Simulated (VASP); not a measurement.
Set up this calculation in VASP 6.6.1, as the native input.

* Task: single point
* Functional: PBE
* Potentials or basis: VASP PAW PBE potentials, release 64 (Ti_sv, Tl_d)
* Cutoff: 520 eV
* k mesh: 6 × 6 × 4
* Occupations: gaussian, width 0.1 eV
* Spin: no spin polarisation
* Dipole correction: no
* Further INCAR settings: ALGO = Normal; EDIFF = 1e-07; NBANDS = 26

The structure of Ti2Tl lies in POSCAR:

```
Ti2Tl
1.0
    4.7801298653      0.0000000000      0.0000000000
   -2.3900649327      4.1397138967      0.0000000000
    0.0000000000      0.0000000000      2.8713203707
Ti Tl
2 1
Direct
    0.3333333333      0.6666666667      0.5000000000
    0.6666666667      0.3333333333      0.5000000000
    0.0000000000      0.0000000000      0.0000000000
```

These files were run (other wordings do the same):

INCAR

```
SYSTEM = Ti2Tl
PREC = Accurate
ENCUT = 520
EDIFF = 1E-7
ISMEAR = 0
SIGMA = 0.1
LREAL = .False.
LASPH = .True.
NELM = 80
ALGO = Normal
ISIF = 2
LWAVE = .False.
LCHARG = .False.
GGA = PE
NBANDS = 26
```

KPOINTS

```
Automatic mesh
0
Gamma
  6 6 4
  0 0 0
```

Potentials or basis: VASP PAW PBE potentials, release 64 (Ti_sv, Tl_d).

Command:

```console
$ cat potpaw_PBE.64/Ti_sv/POTCAR potpaw_PBE.64/Tl_d/POTCAR > POTCAR
$ mpirun -np 1 vasp_std > vasp.out
```

It gave:

```yaml
Pressure: 0.1 GPa
Band_gap_on_the_k_mesh: zero (an odd number of electrons rules out a gap without spin polarisation)
```

Caveat: the k points lie up to 0.55 Å⁻¹ apart, too coarse for converged energies and pressures of a metal; spin-orbit coupling is left out, which moves the levels of the heavy elements.

Wall time 16 s on 1 thread of Intel(R) Xeon(R) 6975P-C (Granite Rapids) (shared host), peak memory 0.19 GiB.
